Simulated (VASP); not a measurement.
Runs of VASP 6.6.1 on Ge2Sb2Se. The structure is that of space group P4/mmm (No. 123), or close to it. The cells are those of the table. 

```tsv
task	cell	k mesh	cutoff (eV)	gap on the mesh (eV)	pressure (GPa)	largest force (eV/Å)
relaxation of cell and atoms	relaxed from a = 4.445, b = 4.445, c = 6.246 Å, 5 atoms	4 × 4 × 4	600	none	-0.1	0.04
single point	a = 4.113, b = 4.113, c = 8.467 Å, 5 atoms	10 × 10 × 6	520	none	0.0	0.03
single point	a = 4.445, b = 4.445, c = 6.246 Å, 5 atoms	4 × 4 × 4	520	none	26.0	(a)
single point	a = 4.135, b = 4.135, c = 8.308 Å, 5 atoms	4 × 4 × 4	520	none	0.0	0.02
```

Alike in all rows: level PBE; potentials or basis VASP PAW PBE potentials, release 64 (Ge_d, Sb, Se); no spin polarisation; smearing gaussian 0.1 eV.

Question: Estimate the missing entries.

Answer: (a) 13.89.

Caveats: some runs use coarse meshes; spin-orbit coupling is left out, which moves the levels of the heavy elements; forces of over 1 eV/Å act on the atoms, so gaps and moduli don't describe the material at rest (some runs).

A k mesh can miss the band edges, and the runs leave out spin-orbit coupling on Ge, Sb, Se.

A gap of «none» marks levels without a gap at the run's occupations.
